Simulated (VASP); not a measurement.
Rh: single point with r2SCAN

Crystal: Rh.

```
Rh
1.0
    -1.52920    1.52920    1.52920
     1.52920   -1.52920    1.52920
     1.52920    1.52920   -1.52920
Rh
1
Cartesian
  0.0000 0.0000 0.0000
```

```
Program                : VASP 6.6.1
Task                   : single point
Functional             : r2SCAN
Potentials or basis    : VASP PAW PBE potentials, release 64 (Rh_pv)
Cutoff                 : 520 eV
k mesh                 : 15 × 15 × 15
Occupations            : fermi-dirac, width 0.05 eV
Spin                   : collinear spin, ferromagnetic start
Starting moments       : [1.0] μB
Dipole correction      : no
Further INCAR settings : ALGO = Normal; EDIFF = 1e-06; NBANDS = 18
```

| Quantity | Value |
| --- | --- |
| Pressure | 1.1 GPa |
| Net moment | 0.93 μB per cell |
| Site moments | Rh +0.94 μB |
| Valence electrons inside the program's atomic spheres | Rh 13.76 |

Levels at points of the mesh, in eV from the Fermi level:
Spin up:
| k point | band 4 | band 5 | band 6 | band 7 | band 8 | band 9 | band 10 | band 11 | band 12 | band 13 |
| --- | --- | --- | --- | --- | --- | --- | --- | --- | --- | --- |
| (0.00, 0.00, 0.00) | -7.92 | -3.46 | -3.46 | -3.46 | -1.36 | -1.36 | 17.03 | 19.08 | 19.08 | 19.08 |
Spin down:
```tsv
k point	band 3	band 4	band 5	band 6	band 7	band 8	band 9	band 10	band 11	band 12
(0.00, 0.00, 0.00)	-47.10	-7.96	-2.78	-2.78	-2.78	0.01	0.01	18.47	19.16	19.16
```

Run time: 11 min on 1 thread of AMD EPYC 9R45 96-Core Processor (Zen 5) (shared host), peak memory 0.14 GiB.

Caveat: the PAW data sets were made with another functional, which shifts forces and pressure a little.
